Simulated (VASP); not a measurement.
Here is a VASP 6.6.1 calculation.

File INCAR:

```
PREC = Accurate
ENCUT = 600
EDIFF = 1E-6
ISMEAR = 0
SIGMA = 0.1
LREAL = F
LASPH = T
NELM = 150
ALGO = Fast
ISIF = 3
LWAVE = F
LCHARG = F
ISPIN = 2
MAGMOM = 0 2 2 2
LORBIT = 11
LMAXMIX = 4
GGA = PE
IBRION = 2
NSW = 90
EDIFFG = -0.04
```

File KPOINTS:

```
regular mesh
0
Gamma
  6 6 2
```

File POSCAR:

```
AlNi3
1.0
    2.5482566300      0.0000000000      0.0000000000
   -1.2741283100      2.2068549800      0.0000000000
    0.0000000000      0.0000000000      8.1378222900
Al Ni
1 3
Direct
    0.3333333300      0.6666666700      0.5000000000
    0.3333333300      0.6666666700      0.0000000000
    0.6666666700      0.3333333300      0.2500000000
    0.6666666700      0.3333333300      0.7500000000
```

Potentials or basis: VASP PAW PBE potentials, release 64 (Al, Ni).

Launch:

```console
$ cat potpaw_PBE.64/Al/POTCAR potpaw_PBE.64/Ni/POTCAR > POTCAR
$ mpirun -np 1 vasp_std > vasp.out
```

Task: What does it give for the space group after relaxing (to 0.05 Å)?

Result: P-6m2 (No. 187).

Task: Estimate the site moments.

Result: Al -0.00; Ni +0.26, +0.07 μB.

Task: Predict the relaxed cell.

Result: a = 2.616 Å, b = 2.616 Å, c = 7.858 Å, α = 90.00°, β = 90.00°, γ = 120.00°.

Task: Estimate the relaxed volume.

Result: 11.64 Å³/atom.

Final structure:
```cif
data_structure
_symmetry_space_group_name_H-M 'P 1'
_symmetry_Int_Tables_number 1
_cell_length_a 2.6159
_cell_length_b 2.6159
_cell_length_c 7.8584
_cell_angle_alpha 90.000
_cell_angle_beta 90.000
_cell_angle_gamma 120.000
_cell_volume 46.57
loop_
_atom_site_label
_atom_site_type_symbol
_atom_site_fract_x
_atom_site_fract_y
_atom_site_fract_z
_atom_site_occupancy
Al1 Al 0.33333 0.66667 0.50000 1
Ni1 Ni 0.33333 0.66667 0.00000 1
Ni2 Ni 0.66667 0.33333 0.25494 1
Ni3 Ni 0.66667 0.33333 0.74506 1
```

Caveat: the k points lie up to 0.46 Å⁻¹ apart in the final cell.
